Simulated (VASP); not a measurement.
# Sb (Pm-3m) in VASP: notebook

Runs on Sb. Level: r2SCAN. Tasks: single point.

All numbers are computed with VASP 6.6.1; they aren't measurements. Logs are shortened: lines on timing, memory, paths and dates and some standing lists are left out, and cuts for length are marked.

## Step 1: The cell of the first run

It takes space group Pm-3m (No. 221, cubic). Conventional cell: a = 3.160 Å, b = 3.160 Å, c = 3.160 Å, α = 90.00°, β = 90.00°, γ = 90.00°. Sb (site symmetry m-3m) has 6 Sb at 3.16 Å within 4.2 Å.

## Step 2: Single point, r2SCAN

POSCAR reads:

```
Sb
1.0
    3.1600000000      0.0000000000      0.0000000000
    0.0000000000      3.1600000000      0.0000000000
    0.0000000000      0.0000000000      3.1600000000
Sb
1
Direct
    0.0000000000      0.0000000000      0.0000000000
```

INCAR.step1 reads:

```
  PREC = Accurate
  ENCUT = 520
  ISMEAR = -1
  SIGMA = 0.05
  LREAL = F
  LASPH = T
  NELM = 80
  NBANDS = 8
  GGA = PE
  ALGO = Normal
  EDIFF = 1E-4
  LWAVE = T
  LCHARG = F
```

INCAR.step2 reads:

```
  PREC = Accurate
  ENCUT = 520
  EDIFF = 1E-7
  ISMEAR = -1
  SIGMA = 0.05
  LREAL = F
  LASPH = T
  NELM = 80
  ALGO = Normal
  ISIF = 2
  LWAVE = F
  LCHARG = T
  METAGGA = R2SCAN
  LMIXTAU = T
  LELF = T
  LVHAR = T
  NBANDS = 8
  ISTART = 1
```

KPOINTS reads:

```
Automatic mesh
0
Gamma
  8 8 8
```

Potentials or basis: VASP PAW PBE potentials, release 64 (Sb).

Started as:

```console
$ cat potpaw_PBE.64/Sb/POTCAR > POTCAR
$ cp INCAR.step1 INCAR
$ mpirun -np 1 vasp_std > vasp.out
$ cp INCAR.step2 INCAR
$ mpirun -np 1 vasp_std > vasp.out
```

OUTCAR:

```text
PREC = Accurate
   ENCUT = 520
   EDIFF = 1E-7
   ISMEAR = -1
   LREAL = F
   LASPH = T
   NELM = 80
   ISIF = 2
   METAGGA = R2SCAN
   ISTART = 1

 ion  position               nearest neighbor table
   1  0.000  0.000  0.000-

  LATTYP: Found a simple cubic cell.
 ALAT       =     3.1600000000

  Lattice vectors:

 A1 = (   3.1600000000,   0.0000000000,   0.0000000000)
 A2 = (   0.0000000000,   3.1600000000,   0.0000000000)
 A3 = (   0.0000000000,   0.0000000000,   3.1600000000)

Analysis of symmetry for initial positions (statically):
=====================================================================
 Subroutine PRICEL returns:
 Original cell was already a primitive cell.

 Routine SETGRP: Setting up the symmetry group for a
 simple cubic supercell.

 Subroutine GETGRP returns: Found 48 space group operations
 (whereof 48 operations were pure point group operations)
 out of a pool of 48 trial point group operations.

The static configuration has the point symmetry O_h .

Analysis of symmetry for dynamics (positions and initial velocities):
=====================================================================
 Subroutine PRICEL returns:
 Original cell was already a primitive cell.

 Routine SETGRP: Setting up the symmetry group for a
 simple cubic supercell.

 Subroutine GETGRP returns: Found 48 space group operations
 (whereof 48 operations were pure point group operations)
 out of a pool of 48 trial point group operations.

The dynamic configuration has the point symmetry O_h .

 Subroutine INISYM returns: Found 48 space group operations
 (whereof 48 operations are pure point group operations),
 and found     1 'primitive' translations

----------------------------------------------------------------------------------------

                                     Primitive cell

  volume of cell :      31.5545

  direct lattice vectors                    reciprocal lattice vectors
     3.160000000  0.000000000  0.000000000     0.316455696  0.000000000  0.000000000
     0.000000000  3.160000000  0.000000000     0.000000000  0.316455696  0.000000000
     0.000000000  0.000000000  3.160000000     0.000000000  0.000000000  0.316455696

  length of vectors
     3.160000000  3.160000000  3.160000000     0.316455696  0.316455696  0.316455696

  position of ions in fractional coordinates (direct lattice)
     0.000000000  0.000000000  0.000000000

  ion indices of the primitive-cell ions
   primitive index   ion index
                 1           1

----------------------------------------------------------------------------------------

 KPOINTS: Automatic mesh

Automatic generation of k-mesh.
 Grid dimensions read from file:
 generate k-points for:    8    8    8

 Generating k-lattice:

  Cartesian coordinates                     Fractional coordinates (reciprocal lattice)
     0.039556962  0.000000000  0.000000000     0.125000000  0.000000000  0.000000000
     0.000000000  0.039556962  0.000000000     0.000000000  0.125000000  0.000000000
     0.000000000  0.000000000  0.039556962     0.000000000  0.000000000  0.125000000

  Length of vectors
     0.039556962  0.039556962  0.039556962

  Shift w.r.t. Gamma in fractional coordinates (k-lattice)
     0.000000000  0.000000000  0.000000000

 Subroutine IBZKPT returns following result:
 ===========================================

 Found     35 irreducible k-points:

 Following reciprocal coordinates:
            Coordinates               Weight
  0.000000  0.000000  0.000000      1.000000
  0.125000  0.000000  0.000000      6.000000
  0.250000  0.000000  0.000000      6.000000
  0.375000  0.000000  0.000000      6.000000
  0.500000  0.000000  0.000000      3.000000
  0.125000  0.125000  0.000000     12.000000
[... 16 lines left out ...]
  0.375000  0.375000  0.125000     24.000000
  0.500000  0.375000  0.125000     24.000000
 [... further k-points ...]
   k-points           NKPTS =     35   k-points in BZ     NKDIM =     35   number of bands    NBANDS=      8
   number of dos      NEDOS =    301   number of ions     NIONS =      1
   total plane-waves  NPLWV =  13824
   dimension x,y,z NGX =    24 NGY =   24 NGZ =   24
   dimension x,y,z NGXF=    48 NGYF=   48 NGZF=   48
   ions per type =               1
   NGX,Y,Z   is equivalent  to a cutoff of  12.63, 12.63, 12.63 a.u.
   NGXF,Y,Z  is equivalent  to a cutoff of  25.25, 25.25, 25.25 a.u.
 SYSTEM =  unknown system
   PREC   = accura    normal or accurate (medium, high low for compatibility)
   ISTART =      1    job   : 0-new  1-cont  2-samecut
   ICHARG =      0    charge: 1-file 2-atom 10-const
   ISPIN  =      1    spin polarized calculation?
   LNONCOLLINEAR =      F non collinear calculations
   LSORBIT =      F    spin-orbit coupling
   LASPH  =      T    aspherical Exc in radial PAW
   ENCUT  =  520.0 eV  38.22 Ry    6.18 a.u.   5.88  5.88  5.88*2*pi/ulx,y,z
   NELM   =     80;   NELMIN=  2; NELMDL=  0     # of ELM steps
   EDIFF  = 0.1E-06   stopping-criterion for ELM
   LREAL  =      F    real-space projection
   EDIFFG = 0.1E-05   stopping-criterion for IOM
   NSW    =      0    number of steps for IOM
   IBRION =     -1    ionic relax: 0-MD 1-quasi-New 2-CG
   NFREE  =      0    steps in history (QN), initial steepest desc. (CG)
   ISIF   =      2    stress and relaxation
   ISYM   =      2    0-nonsym 1-usesym 2-fastsym
   POTIM  = 0.5000    time-step for ionic-motion
   TEBEG  =    0.0;   TEEND  =   0.0 temperature during run
   PSTRESS=    0.0 pullay stress
   NELECT =       5.0000    total number of electrons
   NUPDOWN=      -1.0000    fix difference up-down
   EMIN   =  10.00;   EMAX   =-10.00  energy-range for DOS
   EFERMI =   0.00;   METHOD = LEGACY
   ISMEAR =    -1;   SIGMA  =   0.05  broadening in eV -4-tet -1-fermi 0-gaus
   EFERMI_NEDOS =   21; number of points for ismear=-14 and -15
   IALGO  =     38    algorithm
   IMIX   =      4    mixing-type and parameters
     AMIX     =   0.40;   BMIX     =  1.00
     AMIX_MAG =   1.60;   BMIX_MAG =  1.00
  volume/ion in A,a.u.               =      31.55       212.94
  Fermi-wavevector in a.u.,A,eV,Ry     =   0.885886  1.674081 10.677766  0.784794
  Thomas-Fermi vector in A             =   2.006979
   LORBIT       =      0    0 simple, 1 ext, 2 COOP (PROOUT), +10 PAW based schemes
   METAGGA = R2SCAN    functional components
   LHFCALC =     F    Hartree Fock is set to
   AEXX    =    0.0000 exact exchange contribution
   IVDW    =     0    specifies the selected vdW correction
   LEPSILON=     F    determine dielectric tensor
   LRPA    =     F    only Hartree local field effects (RPA)
 non-spin polarized calculation
  energy-cutoff  :      520.00
  volume of cell :       31.55
 maximum number of plane-waves:       876
 NGX is ok and might be reduce to    24
   NGX = 11   NGY = 11   NGZ = 11

 number of electron       5.0000001 magnetization

 Free energy of the ion-electron system (eV)
  ---------------------------------------------------
  ext. energy  EPLUGINS =         0.00000000
  ---------------------------------------------------
  free energy    TOTEN  =       -25.59812034 eV

  energy without entropy =      -25.59087086  energy(sigma->0) =      -25.59449560

 E-fermi :   6.3096     XC(G=0):  -9.8641

 val. band max:        6.3010474218   @ k =   0.3750   0.2500   0.1250
 cond. band min:       6.5419243121   @ k =   0.3750   0.2500   0.2500
 fundamental gap:      0.2408768903
 Fermi energy:         6.3095702839

 k-point     1 :       0.0000    0.0000    0.0000
  band No.  band energies     occupation
      1      -6.1831      2.00000
      2       9.6473      0.00000
      3       9.6473      0.00000
      4       9.6473      0.00000
      5      13.5604      0.00000
      6      13.5604      0.00000
      7      15.1307      0.00000
      8      24.4883      0.00000

 k-point     2 :       0.1250    0.0000    0.0000
  band No.  band energies     occupation
      1      -5.9586      2.00000
      2       7.4733      0.00000
      3       9.8640      0.00000
      4       9.8640      0.00000
      5      13.7413      0.00000
      6      14.6028      0.00000
      7      16.7733      0.00000
      8      22.8901      0.00000

 k-point     3 :       0.2500    0.0000    0.0000
  band No.  band energies     occupation
      1      -5.3119      2.00000
      2       4.4436      2.00000
      3      10.4571      0.00000
      4      10.4571      0.00000
      5      14.2669      0.00000
      6      15.3460      0.00000
      7      20.3166      0.00000
      8      20.6989      0.00000

 k-point     4 :       0.3750    0.0000    0.0000
  band No.  band energies     occupation
      1      -4.3913      2.00000
      2       1.9807      2.00000
      3      11.2044      0.00000
      4      11.2044      0.00000
      5      15.0375      0.00000
      6      16.3880      0.00000
      7      18.9222      0.00000
      8      18.9222      0.00000

 k-point     5 :       0.5000    0.0000    0.0000
  band No.  band energies     occupation
      1      -3.8200      2.00000
      2       0.8829      2.00000
      3      11.5925      0.00000
      4      11.5925      0.00000
      5      15.5479      0.00000
      6      17.5282      0.00000
      7      18.1825      0.00000
      8      18.1825      0.00000
[... 177 lines left out ...]
 k-point    22 :       0.5000    0.2500    0.1250
  band No.  band energies     occupation
      1      -2.6900      2.00000
      2       1.8784      2.00000
      3       6.7424      0.00035
      4      10.4670      0.00000
      5      12.1955      0.00000
      6      15.7122      0.00000
      7      19.2353      0.00000
      8      20.2329      0.00000

 k-point    23 :       0.3750    0.3750    0.1250
  band No.  band energies     occupation
      1      -2.3194      2.00000
      2       3.5952      2.00000
      3       3.9707      2.00000
      4      10.7151      0.00000
      5      11.0865      0.00000
      6      17.2010      0.00000
      7      17.5279      0.00000
      8      20.1029      0.00000

 k-point    24 :       0.5000    0.3750    0.1250
  band No.  band energies     occupation
      1      -1.7045      2.00000
      2       2.6289      2.00000
      3       4.2167      2.00000
      4      10.1139      0.00000
      5      11.2623      0.00000
      6      16.5484      0.00000
      7      17.8962      0.00000
      8      20.6801      0.00000

 [... further k-points ...]
[... 5 lines left out ...]
  --------------------------------------------------------------------------------------
  -------------------------------------------------------------------------------------
  Total       -0.6563564     -0.6563564     -0.6563564      0.0000000      0.0000000     -0.0000000
  in kB      -33.3264479    -33.3264479    -33.3264479      0.0000000      0.0000000     -0.0000000
  external PRESSURE =     -33.3264479 kB  Pullay stress =       0.0000000 kB

 VOLUME and BASIS-vectors are now :
 -----------------------------------------------------------------------------
  energy-cutoff  :      520.00
  volume of cell :       31.55
      direct lattice vectors                 reciprocal lattice vectors
     3.160000000  0.000000000  0.000000000     0.316455696  0.000000000  0.000000000
     0.000000000  3.160000000  0.000000000     0.000000000  0.316455696  0.000000000
     0.000000000  0.000000000  3.160000000     0.000000000  0.000000000  0.316455696

 POSITION                                       TOTAL-FORCE (eV/Angst)
 -----------------------------------------------------------------------------------
      0.00000      0.00000      0.00000         0.000000      0.000000      0.000000
 -----------------------------------------------------------------------------------
    total drift:                                0.000000     -0.000000      0.000000

  FREE ENERGIE OF THE ION-ELECTRON SYSTEM (eV)
  ---------------------------------------------------
  free  energy   TOTEN  =       -25.5981203425 eV

  energy  without entropy=      -25.5908708614  energy(sigma->0) =      -25.59449560
```

Wall time 18 s (1 thread of Intel Xeon Platinum 8488C (Sapphire Rapids), shared host); peak memory 0.14 GiB.

Results:

| Property | Result |
| --- | --- |
| Free energy | -25.5981 eV |
| Pressure | -3.3 GPa |

Caveat: the PAW data sets were made with another functional, which shifts forces and pressure a little; spin-orbit coupling is left out, which moves the levels of the heavy elements.

## Step 3: Single point, r2SCAN

This run uses another cell than the first one, of 32.82 Å³/atom, 1.040 times its volume.

POSCAR reads:

```
Sb
1.0
    3.2015837161      0.0000000000      0.0000000000
    0.0000000000      3.2015837161      0.0000000000
    0.0000000000      0.0000000000      3.2015837161
Sb
1
Direct
    0.0000000000      0.0000000000      0.0000000000
```

INCAR.step1 reads:

```
SYSTEM = Sb
ALGO     = Normal         ! electronic algorithm
EDIFF    = 1E-4           ! SCF threshold, eV
ENCUT    = 520            ! plane-wave cutoff, eV
GGA      = PE             ! functional
ISMEAR   = -1             ! smearing method
LASPH    = .TRUE.         ! aspherical terms in the spheres
LCHARG   = .FALSE.        ! write CHGCAR
LREAL    = .FALSE.        ! projectors in reciprocal space
LWAVE    = .TRUE.         ! write WAVECAR
NBANDS   = 8              ! bands
NELM     = 60             ! most SCF steps
PREC     = Accurate       ! precision mode
SIGMA    = 0.05           ! smearing width, eV
```

INCAR.step2 reads:

```
SYSTEM = Sb
ALGO     = Normal         ! electronic algorithm
EDIFF    = 1E-7           ! SCF threshold, eV
ENCUT    = 520            ! plane-wave cutoff, eV
ISIF     = 2              ! what is computed and relaxed
ISMEAR   = -1             ! smearing method
ISTART   = 1            
LASPH    = .TRUE.         ! aspherical terms in the spheres
LCHARG   = .TRUE.         ! write CHGCAR
LELF     = .TRUE.         ! ELF
LMIXTAU  = .TRUE.       
LREAL    = .FALSE.        ! projectors in reciprocal space
LVHAR    = .TRUE.       
LWAVE    = .FALSE.        ! write WAVECAR
METAGGA  = R2SCAN         ! meta-GGA
NBANDS   = 8              ! bands
NELM     = 60             ! most SCF steps
PREC     = Accurate       ! precision mode
SIGMA    = 0.05           ! smearing width, eV
```

KPOINTS reads:

```
k-points
0
G
  8 8 8
  0 0 0
```

Potentials or basis: VASP PAW PBE potentials, release 64 (Sb).

Started as:

```console
$ cat potpaw_PBE.64/Sb/POTCAR > POTCAR
$ cp INCAR.step1 INCAR
$ mpirun -np 1 vasp_std > vasp.out
$ cp INCAR.step2 INCAR
$ mpirun -np 1 vasp_std > vasp.out
```

OUTCAR:

```text
SYSTEM = Sb
   EDIFF = 1E-7
   ENCUT = 520
   ISIF = 2
   ISMEAR = -1
   ISTART = 1
   LASPH = .TRUE.
   LREAL = .FALSE.
   METAGGA = R2SCAN
   NELM = 60
   PREC = Accurate

 ion  position               nearest neighbor table
   1  0.000  0.000  0.000-

  LATTYP: Found a simple cubic cell.
 ALAT       =     3.2015837161

  Lattice vectors:

 A1 = (   3.2015837161,   0.0000000000,   0.0000000000)
 A2 = (   0.0000000000,   3.2015837161,   0.0000000000)
 A3 = (   0.0000000000,   0.0000000000,   3.2015837161)

Analysis of symmetry for initial positions (statically):
[... 434 lines left out ...]
      2       2.3479      2.00000
      3       3.8358      2.00000
      4       9.7510      0.00000
      5      10.5483      0.00000
      6      16.0144      0.00000
      7      17.2925      0.00000
      8      19.9131      0.00000

 [... further k-points ...]
[... 5 lines left out ...]
  --------------------------------------------------------------------------------------
  -------------------------------------------------------------------------------------
  Total       -1.0229696     -1.0229696     -1.0229696     -0.0000000     -0.0000000      0.0000000
  in kB      -49.9434727    -49.9434727    -49.9434727     -0.0000000     -0.0000000      0.0000000
  external PRESSURE =     -49.9434727 kB  Pullay stress =       0.0000000 kB

 VOLUME and BASIS-vectors are now :
 -----------------------------------------------------------------------------
  energy-cutoff  :      520.00
  volume of cell :       32.82
      direct lattice vectors                 reciprocal lattice vectors
     3.201583716  0.000000000  0.000000000     0.312345417  0.000000000  0.000000000
     0.000000000  3.201583716  0.000000000     0.000000000  0.312345417  0.000000000
     0.000000000  0.000000000  3.201583716     0.000000000  0.000000000  0.312345417

 POSITION                                       TOTAL-FORCE (eV/Angst)
 -----------------------------------------------------------------------------------
      0.00000      0.00000      0.00000         0.000000      0.000000      0.000000
 -----------------------------------------------------------------------------------
    total drift:                               -0.000000      0.000000     -0.000000

  FREE ENERGIE OF THE ION-ELECTRON SYSTEM (eV)
  ---------------------------------------------------
  free  energy   TOTEN  =       -25.5650596227 eV

  energy  without entropy=      -25.5577665552  energy(sigma->0) =      -25.56141309
```

OSZICAR.step1:

```text
N       E                     dE             d eps       ncg     rms          rms(c)
DAV:   1     0.569323407311E+01    0.56932E+01   -0.15475E+03   560   0.392E+02
DAV:   2    -0.390337156121E+01   -0.95966E+01   -0.91424E+01   800   0.511E+01
DAV:   3    -0.403939387437E+01   -0.13602E+00   -0.13556E+00   632   0.675E+00
DAV:   4    -0.404009083271E+01   -0.69696E-03   -0.69695E-03   880   0.617E-01
DAV:   5    -0.404009329297E+01   -0.24603E-05   -0.24599E-05   632   0.246E-02    0.162E+00
DAV:   6    -0.404254754743E+01   -0.24543E-02   -0.14686E-03   704   0.221E-01    0.950E-01
DAV:   7    -0.404433452209E+01   -0.17870E-02   -0.33312E-03   600   0.330E-01    0.790E-02
DAV:   8    -0.404438724250E+01   -0.52720E-04   -0.10105E-04   720   0.669E-02
   1 F= -.40443872E+01 E0= -.40406696E+01  d E =-.743534E-02
```

Wall time 16 s (1 thread of Intel Xeon Platinum 8488C (Sapphire Rapids), shared host); peak memory 0.14 GiB.

Results:

- Free energy: -25.5651 eV
- Pressure: -5.0 GPa

Caveat: the PAW data sets were made with another functional, which shifts forces and pressure a little; spin-orbit coupling is left out, which moves the levels of the heavy elements.
